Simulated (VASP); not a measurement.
Here is a VASP 6.6.1 calculation.

INCAR

```
PREC = Accurate
ENCUT = 520
EDIFF = 1E-6
ISMEAR = 0
SIGMA = 0.05
LREAL = F
LASPH = T
NELM = 60
ALGO = Normal
ISIF = 2
LWAVE = F
LCHARG = F
GGA = CA
NBANDS = 21
```

The input KPOINTS:

```
Automatic mesh
0
Gamma
  8 8 6
```

POSCAR

```
AlGaN2
1.0
    3.0374043075      0.0000000000      0.0000000000
    0.0000000000      3.0374043075      0.0000000000
    0.0000000000      0.0000000000      4.1651136599
Al Ga N
1 1 2
Direct
    0.5000000000      0.5000000000      0.5000000000
    0.0000000000      0.0000000000      0.0000000000
    0.5000000000      0.0000000000      0.7400513246
    0.0000000000      0.5000000000      0.2599486754
```

Potentials or basis: VASP PAW LDA potentials, release 64 (Al, Ga_d, N).

Run with:

```sh
$ cat potpaw_LDA.64/Al/POTCAR potpaw_LDA.64/Ga_d/POTCAR potpaw_LDA.64/N/POTCAR > POTCAR
$ mpirun -np 1 vasp_std > vasp.out
```

Question: Estimate the largest force.

Answer: 0.146 eV/Å.

Question: Predict the pressure.

Answer: 27.1 GPa.

Question: Estimate the band gap on the k mesh.

Answer: 3.37 eV, indirect (least direct gap 3.52 eV).

Forces on the atoms (eV/Å):
```
Al   0.000  0.000  0.000
Ga   0.000  0.000  0.000
N    0.000  0.000 -0.146
N    0.000  0.000  0.146
```

Caveat: the cell differs from its parent crystal (strain -0.025 along x and y, -0.050 along z). A k mesh can miss the band edges.
